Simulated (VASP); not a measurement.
# Fe3Ge (Fm-3m) in VASP: notebook

Runs on Fe3Ge. Level: PBEsol. Tasks: single point.

Everything below comes from runs of VASP 6.6.1. Logs are shortened: lines on timing, memory, paths and dates and some standing lists are left out, and cuts for length are marked.

### Step 1. The cell of the first run

Symmetry: Fm-3m, No. 225, cubic system. Conventional cell: a = 5.634 Å, b = 5.634 Å, c = 5.634 Å, α = 90.00°, β = 90.00°, γ = 90.00°. Ge (site symmetry m-3m) has 14 Fe at 2.44 to 2.82 Å within 3.2 Å. Within 3.2 Å of Fe (site symmetry -43m) lie 4 Ge at 2.44 Å and 10 Fe at 2.44 to 2.82 Å. Fe (site symmetry m-3m) has 8 Fe at 2.44 Å and 6 Ge at 2.82 Å within 3.2 Å.

### Step 2. Single point, PBEsol, collinear spin, ferromagnetic start (volume scaled by 0.94)

The input, INCAR:

```
PREC = Accurate ; ENCUT = 520
EDIFF = 1E-7 ; ISMEAR = -1
SIGMA = 0.05 ; LREAL = F
LASPH = T ; NELM = 150
ALGO = Normal ; ISIF = 2
LWAVE = F ; LCHARG = T
ISPIN = 2 ; MAGMOM = 0 3 3 3
LORBIT = 11 ; LMAXMIX = 4
GGA = PS ; LELF = T
LVHAR = T ; NBANDS = 31
```

The input, KPOINTS:

```
regular mesh
0
Gamma
  8 8 8
```

The input, POSCAR:

```
Fe3Ge
1.0
    0.0000000000      2.8168835416      2.8168835416
    2.8168835416      0.0000000000      2.8168835416
    2.8168835416      2.8168835416      0.0000000000
Ge Fe
1 3
Direct
    0.0000000000      0.0000000000      0.0000000000
    0.7500000000      0.7500000000      0.7500000000
    0.2500000000      0.2500000000      0.2500000000
    0.5000000000      0.5000000000      0.5000000000
```

Potentials or basis: VASP PAW PBE potentials, release 64 (Ge_d, Fe).

Run with:

```sh
> cat potpaw_PBE.64/Ge_d/POTCAR potpaw_PBE.64/Fe/POTCAR > POTCAR
> mpirun -np 1 vasp_std > vasp.out
```

OUTCAR:

```text
PREC = Accurate
   ENCUT = 520
   EDIFF = 1E-7
   ISMEAR = -1
   LREAL = F
   LASPH = T
   NELM = 150
   ISIF = 2
   ISPIN = 2
   LORBIT = 11
   GGA = PS

 ion  position               nearest neighbor table
   1  0.000  0.000  0.000-   2 2.44   3 2.44   2 2.44   2 2.44   2 2.44   3 2.44   3 2.44   3 2.44
                             4 2.82   4 2.82   4 2.82   4 2.82   4 2.82   4 2.82
   2  0.750  0.750  0.750-   1 2.44   4 2.44   4 2.44   4 2.44   4 2.44   1 2.44   1 2.44   1 2.44
                             3 2.82   3 2.82   3 2.82   3 2.82   3 2.82   3 2.82
   3  0.250  0.250  0.250-   1 2.44   4 2.44   1 2.44   1 2.44   1 2.44   4 2.44   4 2.44   4 2.44
                             2 2.82   2 2.82   2 2.82   2 2.82   2 2.82   2 2.82
   4  0.500  0.500  0.500-   2 2.44   3 2.44   3 2.44   3 2.44   3 2.44   2 2.44   2 2.44   2 2.44
                             1 2.82   1 2.82   1 2.82   1 2.82   1 2.82   1 2.82

  LATTYP: Found a face centered cubic cell.
 ALAT       =     5.6337670832

  Lattice vectors:

 A1 = (   0.0000000000,   2.8168835416,   2.8168835416)
 A2 = (   2.8168835416,   0.0000000000,   2.8168835416)
 A3 = (   2.8168835416,   2.8168835416,   0.0000000000)

Analysis of symmetry for initial positions (statically):
=====================================================================
 Subroutine PRICEL returns:
 Original cell was already a primitive cell.

 Routine SETGRP: Setting up the symmetry group for a
 face centered cubic supercell.

 Subroutine GETGRP returns: Found 48 space group operations
 (whereof 48 operations were pure point group operations)
 out of a pool of 48 trial point group operations.

The static configuration has the point symmetry O_h .

Analysis of symmetry for dynamics (positions and initial velocities):
=====================================================================
 Subroutine PRICEL returns:
 Original cell was already a primitive cell.

 Routine SETGRP: Setting up the symmetry group for a
 face centered cubic supercell.

 Subroutine GETGRP returns: Found 48 space group operations
 (whereof 48 operations were pure point group operations)
 out of a pool of 48 trial point group operations.

The dynamic configuration has the point symmetry O_h .

Analysis of structural, dynamic, and magnetic symmetry:
=====================================================================
 Subroutine PRICEL returns:
 Original cell was already a primitive cell.

 Routine SETGRP: Setting up the symmetry group for a
 face centered cubic supercell.

 Subroutine GETGRP returns: Found 48 space group operations
 (whereof 48 operations were pure point group operations)
 out of a pool of 48 trial point group operations.

The overall configuration has the point symmetry O_h .

 Subroutine INISYM returns: Found 48 space group operations
 (whereof 48 operations are pure point group operations),
 and found     1 'primitive' translations

----------------------------------------------------------------------------------------

                                     Primitive cell

  volume of cell :      44.7030

  direct lattice vectors                    reciprocal lattice vectors
     0.000000000  2.816883542  2.816883542    -0.177501126  0.177501126  0.177501126
     2.816883542  0.000000000  2.816883542     0.177501126 -0.177501126  0.177501126
     2.816883542  2.816883542  0.000000000     0.177501126  0.177501126 -0.177501126

  length of vectors
     3.983674908  3.983674908  3.983674908     0.307440968  0.307440968  0.307440968

  position of ions in fractional coordinates (direct lattice)
     0.000000000  0.000000000  0.000000000
     0.750000000  0.750000000  0.750000000
     0.250000000  0.250000000  0.250000000
     0.500000000  0.500000000  0.500000000

  ion indices of the primitive-cell ions
   primitive index   ion index
                 1           1
                 2           2
                 3           3
                 4           4

----------------------------------------------------------------------------------------

 KPOINTS: regular mesh

Automatic generation of k-mesh.
 Grid dimensions read from file:
 generate k-points for:    8    8    8

 Generating k-lattice:

  Cartesian coordinates                     Fractional coordinates (reciprocal lattice)
    -0.022187641  0.022187641  0.022187641     0.125000000  0.000000000  0.000000000
     0.022187641 -0.022187641  0.022187641     0.000000000  0.125000000  0.000000000
     0.022187641  0.022187641 -0.022187641     0.000000000  0.000000000  0.125000000

  Length of vectors
     0.038430121  0.038430121  0.038430121

  Shift w.r.t. Gamma in fractional coordinates (k-lattice)
     0.000000000  0.000000000  0.000000000

 Subroutine IBZKPT returns following result:
 ===========================================

 Found     29 irreducible k-points:

 Following reciprocal coordinates:
            Coordinates               Weight
  0.000000  0.000000  0.000000      1.000000
  0.125000  0.000000  0.000000      8.000000
  0.250000  0.000000  0.000000      8.000000
  0.375000  0.000000  0.000000      8.000000
  0.500000  0.000000  0.000000      4.000000
  0.125000  0.125000  0.000000      6.000000
[... 16 lines left out ...]
  0.500000  0.250000  0.125000     48.000000
 -0.375000  0.250000  0.125000     24.000000
 [... further k-points ...]
   k-points           NKPTS =     29   k-points in BZ     NKDIM =     29   number of bands    NBANDS=     31
   number of dos      NEDOS =    301   number of ions     NIONS =      4
   total plane-waves  NPLWV =  27000
   dimension x,y,z NGX =    30 NGY =   30 NGZ =   30
   dimension x,y,z NGXF=    60 NGYF=   60 NGZF=   60
   ions per type =               1   3
   NGX,Y,Z   is equivalent  to a cutoff of  12.52, 12.52, 12.52 a.u.
   NGXF,Y,Z  is equivalent  to a cutoff of  25.04, 25.04, 25.04 a.u.
 SYSTEM =  unknown system
   PREC   = accura    normal or accurate (medium, high low for compatibility)
   ISTART =      0    job   : 0-new  1-cont  2-samecut
   ICHARG =      2    charge: 1-file 2-atom 10-const
   ISPIN  =      2    spin polarized calculation?
   LNONCOLLINEAR =      F non collinear calculations
   LSORBIT =      F    spin-orbit coupling
   LASPH  =      T    aspherical Exc in radial PAW
   ENCUT  =  520.0 eV  38.22 Ry    6.18 a.u.   7.41  7.41  7.41*2*pi/ulx,y,z
   NELM   =    150;   NELMIN=  2; NELMDL= -5     # of ELM steps
   EDIFF  = 0.1E-06   stopping-criterion for ELM
   LREAL  =      F    real-space projection
   EDIFFG = 0.1E-05   stopping-criterion for IOM
   NSW    =      0    number of steps for IOM
   IBRION =     -1    ionic relax: 0-MD 1-quasi-New 2-CG
   NFREE  =      0    steps in history (QN), initial steepest desc. (CG)
   ISIF   =      2    stress and relaxation
   ISYM   =      2    0-nonsym 1-usesym 2-fastsym
   POTIM  = 0.5000    time-step for ionic-motion
   TEBEG  =    0.0;   TEEND  =   0.0 temperature during run
   PSTRESS=    0.0 pullay stress
   NELECT =      38.0000    total number of electrons
   NUPDOWN=      -1.0000    fix difference up-down
   EMIN   =  10.00;   EMAX   =-10.00  energy-range for DOS
   EFERMI =   0.00;   METHOD = LEGACY
   ISMEAR =    -1;   SIGMA  =   0.05  broadening in eV -4-tet -1-fermi 0-gaus
   EFERMI_NEDOS =   21; number of points for ismear=-14 and -15
   IALGO  =     38    algorithm
   IMIX   =      4    mixing-type and parameters
     AMIX     =   0.40;   BMIX     =  1.00
     AMIX_MAG =   1.60;   BMIX_MAG =  1.00
  volume/ion in A,a.u.               =      11.18        75.42
  Fermi-wavevector in a.u.,A,eV,Ry     =   1.550805  2.930596 32.721951  2.404996
  Thomas-Fermi vector in A             =   2.655415
   LORBIT       =     11    0 simple, 1 ext, 2 COOP (PROOUT), +10 PAW based schemes
   GGA     = PS    functional components
   LHFCALC =     F    Hartree Fock is set to
   AEXX    =    0.0000 exact exchange contribution
   IVDW    =     0    specifies the selected vdW correction
   LEPSILON=     F    determine dielectric tensor
   LRPA    =     F    only Hartree local field effects (RPA)
 spin polarized calculation
  energy-cutoff  :      520.00
  volume of cell :       44.70
 maximum number of plane-waves:      1243
 NGX is ok and might be reduce to    30
   NGX = 15   NGY = 15   NGZ = 15

 number of electron      37.9999999 magnetization       5.0571790

 Free energy of the ion-electron system (eV)
  ---------------------------------------------------
  ext. energy  EPLUGINS =         0.00000000
  ---------------------------------------------------
  free energy    TOTEN  =       -32.37384502 eV

  energy without entropy =      -32.35169650  energy(sigma->0) =      -32.36277076

 E-fermi :   7.8975     XC(G=0): -13.6147

 val. band max:        7.8898159371   @ k =   0.5000   0.2500   0.0000
 cond. band min:       7.9311121595   @ k =   0.2500   0.0000   0.0000
 fundamental gap:      0.0412962225
 Fermi energy:         7.8975290896

 spin component 1

 k-point     1 :       0.0000    0.0000    0.0000
  band No.  band energies     occupation
      1     -16.5663      1.00000
      2     -16.5663      1.00000
      3     -16.5663      1.00000
      4     -16.5377      1.00000
      5     -16.5377      1.00000
      6      -4.4177      1.00000
[... 805 lines left out ...]
     30      18.8858      0.00000
     31      21.6959      0.00000

 [... further k-points ...]

 spin component 2

 k-point     1 :       0.0000    0.0000    0.0000
  band No.  band energies     occupation
      1     -16.5750      1.00000
      2     -16.5750      1.00000
      3     -16.5750      1.00000
      4     -16.5519      1.00000
      5     -16.5519      1.00000
      6      -4.3624      1.00000
[... 805 lines left out ...]
     30      19.4546      0.00000
     31      21.9715      0.00000

 [... further k-points ...]
[... 5 lines left out ...]
  --------------------------------------------------------------------------------------
  -------------------------------------------------------------------------------------
  Total       -0.0480417     -0.0480417     -0.0480417      0.0000000     -0.0000000      0.0000000
  in kB       -1.7218386     -1.7218386     -1.7218386      0.0000000     -0.0000000      0.0000000
  external PRESSURE =      -1.7218386 kB  Pullay stress =       0.0000000 kB

 VOLUME and BASIS-vectors are now :
 -----------------------------------------------------------------------------
  energy-cutoff  :      520.00
  volume of cell :       44.70
      direct lattice vectors                 reciprocal lattice vectors
     0.000000000  2.816883542  2.816883542    -0.177501126  0.177501126  0.177501126
     2.816883542  0.000000000  2.816883542     0.177501126 -0.177501126  0.177501126
     2.816883542  2.816883542  0.000000000     0.177501126  0.177501126 -0.177501126

 POSITION                                       TOTAL-FORCE (eV/Angst)
 -----------------------------------------------------------------------------------
      0.00000      0.00000      0.00000         0.000000      0.000000     -0.000000
      4.22533      4.22533      4.22533        -0.000000     -0.000000     -0.000000
      1.40844      1.40844      1.40844         0.000000      0.000000      0.000000
      2.81688      2.81688      2.81688         0.000000      0.000000     -0.000000
 -----------------------------------------------------------------------------------
    total drift:                                0.000000     -0.000000     -0.000000

  FREE ENERGIE OF THE ION-ELECTRON SYSTEM (eV)
  ---------------------------------------------------
  free  energy   TOTEN  =       -32.3738450183 eV

  energy  without entropy=      -32.3516965003  energy(sigma->0) =      -32.36277076

 total charge

# of ion       s       p       d       tot
------------------------------------------
    1        1.066   1.351  10.159  12.577
    2        0.431   0.563   6.491   7.485
    3        0.431   0.563   6.491   7.485
    4        0.483   0.560   6.268   7.310
--------------------------------------------------
tot          2.411   3.038  29.409  34.857

 magnetization (x)

# of ion       s       p       d       tot
------------------------------------------
    1        0.004  -0.057  -0.011  -0.065
    2       -0.010  -0.026   1.329   1.294
    3       -0.010  -0.026   1.329   1.294
    4       -0.005  -0.023   2.539   2.512
--------------------------------------------------
tot         -0.020  -0.131   5.186   5.034
```

Wall time 58 s (1 thread of AMD EPYC 9R45 (Zen 5), shared host); peak memory 0.19 GiB.

Results:

| Property | Result |
| --- | --- |
| Free energy | -32.3738 eV |
| Pressure | -0.2 GPa |
| Net moment | 5.06 μB per cell |
| Site moments | Ge -0.07; Fe +1.29, +2.51 μB |
| Valence electrons inside the program's atomic spheres | Ge 12.58; Fe 7.49, 7.31 |

Levels at points of the mesh, in eV from the Fermi level:
Spin up:
| k point | band 17 | band 18 | band 19 | band 20 | band 21 | band 22 | band 23 | band 24 | band 25 | band 26 |
| --- | --- | --- | --- | --- | --- | --- | --- | --- | --- | --- |
| (0.00, 0.00, 0.00) | -0.61 | -0.61 | -0.61 | -0.31 | -0.31 | 2.64 | 4.22 | 4.22 | 4.22 | 5.96 |
| (0.50, 0.00, 0.00) | -1.53 | -1.34 | -1.34 | -0.77 | -0.77 | -0.45 | 3.61 | 3.61 | 3.66 | 4.93 |
| (0.50, 0.50, 0.00) | -1.43 | -1.43 | -1.05 | -0.78 | -0.39 | -0.39 | -0.35 | 0.16 | 3.74 | 5.19 |
Spin down:
| k point | band 13 | band 14 | band 15 | band 16 | band 17 | band 18 | band 19 | band 20 | band 21 | band 22 |
| --- | --- | --- | --- | --- | --- | --- | --- | --- | --- | --- |
| (0.00, 0.00, 0.00) | -1.67 | -1.67 | 0.60 | 0.60 | 0.60 | 1.29 | 1.29 | 1.32 | 1.32 | 2.88 |
| (0.50, 0.00, 0.00) | -1.52 | -1.52 | -0.67 | -0.52 | -0.52 | 0.93 | 0.93 | 1.18 | 1.18 | 1.20 |
| (0.50, 0.50, 0.00) | -1.78 | -1.58 | -0.51 | -0.51 | -0.08 | 0.42 | 0.81 | 1.00 | 1.24 | 1.26 |

Caveat: the PAW data sets were made with another functional, which shifts forces and pressure a little.

### Step 3. Single point, PBEsol, collinear spin, ferromagnetic start (volume scaled by 0.96)

The input, INCAR:

```
PREC = Accurate
ENCUT = 520
EDIFF = 1E-6
ISMEAR = -1
SIGMA = 0.05
LREAL = F
LASPH = T
NELM = 150
ALGO = Normal
ISIF = 2
LWAVE = F
LCHARG = F
ISPIN = 2
MAGMOM = 0 3 3 3
LORBIT = 11
LMAXMIX = 4
GGA = PS
NBANDS = 31
```

The input, KPOINTS:

```
Automatic mesh
0
Gamma
  8 8 8
```

The input, POSCAR:

```
Fe3Ge
1.0
    0.0000000000      2.8367214032      2.8367214032
    2.8367214032      0.0000000000      2.8367214032
    2.8367214032      2.8367214032      0.0000000000
Ge Fe
1 3
Direct
    0.0000000000      0.0000000000      0.0000000000
    0.7500000000      0.7500000000      0.7500000000
    0.2500000000      0.2500000000      0.2500000000
    0.5000000000      0.5000000000      0.5000000000
```

Potentials or basis: VASP PAW PBE potentials, release 64 (Ge_d, Fe).

Run with:

```sh
> cat potpaw_PBE.64/Ge_d/POTCAR potpaw_PBE.64/Fe/POTCAR > POTCAR
> mpirun -np 1 vasp_std > vasp.out
```

Wall time 57 s (1 thread of AMD EPYC 9R45 (Zen 5), shared host); peak memory 0.19 GiB.

It converged, with:

```yaml
Free_energy: -32.3593 eV
Pressure: -4.6 GPa
Net_moment: 5.13 μB per cell
Site_moments: Ge -0.07; Fe +1.33, +2.53 μB
Valence_electrons_inside_the_program's_atomic_spheres: Ge 12.54; Fe 7.43, 7.27
```

Levels at points of the mesh, in eV from the Fermi level:
Spin up:
| k point | band 19 | band 20 | band 21 | band 22 | band 23 | band 24 |
| --- | --- | --- | --- | --- | --- | --- |
| (0.00, 0.00, 0.00) | -0.65 | -0.36 | -0.36 | 2.44 | 4.10 | 4.10 |
| (0.50, 0.00, 0.00) | -1.36 | -0.80 | -0.80 | -0.49 | 3.48 | 3.48 |
| (0.50, 0.50, 0.00) | -1.07 | -0.80 | -0.44 | -0.44 | -0.40 | 0.10 |
Spin down:
| k point | band 13 | band 14 | band 15 | band 16 | band 17 | band 18 | band 19 | band 20 |
| --- | --- | --- | --- | --- | --- | --- | --- | --- |
| (0.00, 0.00, 0.00) | -1.62 | -1.62 | 0.60 | 0.60 | 0.60 | 1.28 | 1.28 | 1.31 |
| (0.50, 0.00, 0.00) | -1.47 | -1.47 | -0.65 | -0.48 | -0.48 | 0.92 | 0.92 | 1.18 |
| (0.50, 0.50, 0.00) | -1.71 | -1.51 | -0.49 | -0.49 | -0.04 | 0.43 | 0.81 | 0.99 |

Caveat: the PAW data sets were made with another functional, which shifts forces and pressure a little.

### Step 4. Single point, PBEsol, collinear spin, ferromagnetic start (volume scaled by 0.98)

INCAR is that of step 3.

KPOINTS is that of step 3.

The input, POSCAR:

```
Fe3Ge
1.0
    0.0000000000      2.8562856173      2.8562856173
    2.8562856173      0.0000000000      2.8562856173
    2.8562856173      2.8562856173      0.0000000000
Ge Fe
1 3
Direct
    0.0000000000      0.0000000000      0.0000000000
    0.7500000000      0.7500000000      0.7500000000
    0.2500000000      0.2500000000      0.2500000000
    0.5000000000      0.5000000000      0.5000000000
```

Run with:

```sh
> cat potpaw_PBE.64/Ge_d/POTCAR potpaw_PBE.64/Fe/POTCAR > POTCAR
> mpirun -np 1 vasp_std > vasp.out
```

Wall time 56 s (1 thread of AMD EPYC 9R45 (Zen 5), shared host); peak memory 0.19 GiB.

Results (log left out):

```yaml
Free_energy: -32.3202 eV
Pressure: -8.2 GPa
Net_moment: 5.30 μB per cell
Site_moments: Ge -0.07; Fe +1.41, +2.54 μB
Valence_electrons_inside_the_program's_atomic_spheres: Ge 12.51; Fe 7.38, 7.23
```

Levels at points of the mesh, in eV from the Fermi level:
Spin up:
| k point | band 19 | band 20 | band 21 | band 22 | band 23 | band 24 |
| --- | --- | --- | --- | --- | --- | --- |
| (0.00, 0.00, 0.00) | -0.70 | -0.43 | -0.43 | 2.25 | 3.97 | 3.97 |
| (0.50, 0.00, 0.00) | -1.38 | -0.85 | -0.85 | -0.54 | 3.32 | 3.36 |
| (0.50, 0.50, 0.00) | -1.10 | -0.86 | -0.49 | -0.49 | -0.47 | 0.01 |
Spin down:
```csv
k point,band 12,band 13,band 14,band 15,band 16,band 17,band 18,band 19,band 20,band 21
"(0.00, 0.00, 0.00)",-1.55,-1.55,-1.55,0.62,0.62,0.62,1.29,1.29,1.32,1.32
"(0.50, 0.00, 0.00)",-1.85,-1.40,-1.40,-0.62,-0.43,-0.43,0.93,0.93,1.18,1.19
"(0.50, 0.50, 0.00)",-1.63,-1.63,-1.42,-0.45,-0.45,0.00,0.45,0.82,0.99,1.24
```

Caveat: the PAW data sets were made with another functional, which shifts forces and pressure a little.

### Step 5. Summary

```csv
cell,gap on the mesh (eV),pressure (GPa),moment (μB)
"a = 3.984 Å, angles 60.0°, 4 atoms",none,-0.2,5.06
"a = 4.012 Å, angles 60.0°, 4 atoms",none,-4.6,5.13
"a = 4.039 Å, angles 60.0°, 4 atoms",none,-8.2,5.30
```

Alike in all rows: task single point; level PBEsol; potentials or basis VASP PAW PBE potentials, release 64 (Ge_d, Fe); spin collinear, ferromagnetic start; k mesh 8 × 8 × 8; cutoff (eV) 520; smearing fermi-dirac 0.05 eV.

Caveats: the PAW data sets were made with another functional, which shifts forces and pressure a little.

Absolute energies hang on the potentials; compare differences alone.
